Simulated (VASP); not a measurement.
Wanted: the native input for a VASP 6.6.1 run.

| Property | Result |
| --- | --- |
| Task | single point |
| Functional | LDA |
| Potentials or basis | VASP PAW LDA potentials, release 64 (Hf_pv) |
| Cutoff | 520 eV |
| k mesh | 18 × 18 × 10 |
| Occupations | fermi-dirac, width 0.05 eV |
| Spin | no spin polarisation |
| Dipole correction | no |
| Further INCAR settings | ALGO = Normal; EDIFF = 1e-07; NBANDS = 17 |

The structure of Hf lies in POSCAR:

```
Hf
1.0
    3.1005742381      0.0000000000      0.0000000000
   -1.5502871191      2.6851760566      0.0000000000
    0.0000000000      0.0000000000      4.9229543746
Hf
2
Direct
    0.3333333333      0.6666666667      0.2500000000
    0.6666666667      0.3333333333      0.7500000000
```

These files were run (other wordings do the same):

INCAR

```
SYSTEM = Hf
ALGO = Normal
EDIFF = 1E-7
ENCUT = 520
GGA = CA
ISIF = 2
ISMEAR = -1
LASPH = .TRUE.
LCHARG = .FALSE.
LREAL = .FALSE.
LWAVE = .FALSE.
NBANDS = 17
NELM = 60
PREC = Accurate
SIGMA = 0.05
```

KPOINTS

```
k-points
0
G
  18 18 10
  0 0 0
```

Potentials or basis: VASP PAW LDA potentials, release 64 (Hf_pv).

Command:

```bash
$ cat potpaw_LDA.64/Hf_pv/POTCAR > POTCAR
$ mpirun -np 1 vasp_std > vasp.out
```

Results of the run:

```yaml
Pressure: 2.1 GPa
Band_gap_on_the_k_mesh: zero (band 10 reaches 6.56 eV, above the bottom of band 11 at 5.10 eV)
```

Caveat: spin-orbit coupling is left out, which moves the levels of the heavy elements.

It took 2.7 min on 1 thread of Intel Xeon 8259CL, with other jobs on the host, peak memory 0.24 GiB.
